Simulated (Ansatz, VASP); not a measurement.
# W3C in VASP and in Ansatz

Contents of INCAR:

```
PREC = Accurate
ENCUT = 520
EDIFF = 1E-6
ISMEAR = 0
SIGMA = 0.1
LREAL = False
LASPH = True
NELM = 80
ALGO = Normal
ISIF = 2
LWAVE = False
LCHARG = False
LDIPOL = True
IDIPOL = 3
DIPOL = 0.5 0.5 0.349
GGA = PE
NBANDS = 31
```

Contents of KPOINTS:

```
regular mesh
0
Gamma
  9 9 1
```

The input POSCAR:

```
W3C
1.0
    2.8545944806      0.0000000000      0.0000000000
   -1.4272972403      2.4721513377      0.0000000000
    0.0000000000      0.0000000000     21.6971108210
W C
3 1
Direct
    0.6666666667      0.3333333333      0.1843563428
    0.3333333333      0.6666666667      0.2926027619
    0.0000000000      0.0000000000      0.4008418859
    0.7777777778     -0.7777777778      0.5174472728
```

Input for Ansatz:

```yaml
crystal:
  lattice:
    - [2.8545944806, 0.0, 0.0]
    - [-1.4272972403, 2.4721513377, 0.0]
    - [0.0, 0.0, 21.697110821]
  atoms:
    - { symbol: W, position: [0.6666666667, 0.3333333333, 0.1843563428] }
    - { symbol: W, position: [0.3333333333, 0.6666666667, 0.2926027619] }
    - { symbol: W, position: [0.0, 0.0, 0.4008418859] }
    - { symbol: C, position: [0.7777777778, -0.7777777778, 0.5174472728] }
basis:
  ecutwfc: 420
kpoints:
  mp_grid: { grid: [9, 9, 1] }
hamiltonian:
  xc: pbe
scf:
  occupations: { method: gaussian, width: 0.1 }
output:
  forces: true
  eigenvalues: true
efield:
  axis: 3
  dipole_correction: true
  ramp_width: 0.04
```

Alike in both runs: task single point; functional PBE; k mesh 9 × 9 × 1; occupations gaussian, width 0.1 eV; no spin polarisation.

|  | VASP | Ansatz |
| --- | --- | --- |
| version | VASP 6.6.1 | Ansatz 0.2.0 |
| potentials or method | VASP PAW PBE potentials, release 64 (W_sv, C), cutoff 520 eV | scalar-relativistic, plane waves, PAW |
| valence electrons in the cell | 46 | 46 |

```csv
,VASP,Ansatz,Ansatz less VASP
gap on the k mesh at the Fermi level (eV),none,none,-
rms of the force components (eV/Å),1.061,1.057,-0.0039
```

Atom by atom the forces differ by 0.010 eV/Å (rms over components). A gap of «none» marks a metal or a gap that the smearing closes.

Neither program's run includes spin-orbit coupling.
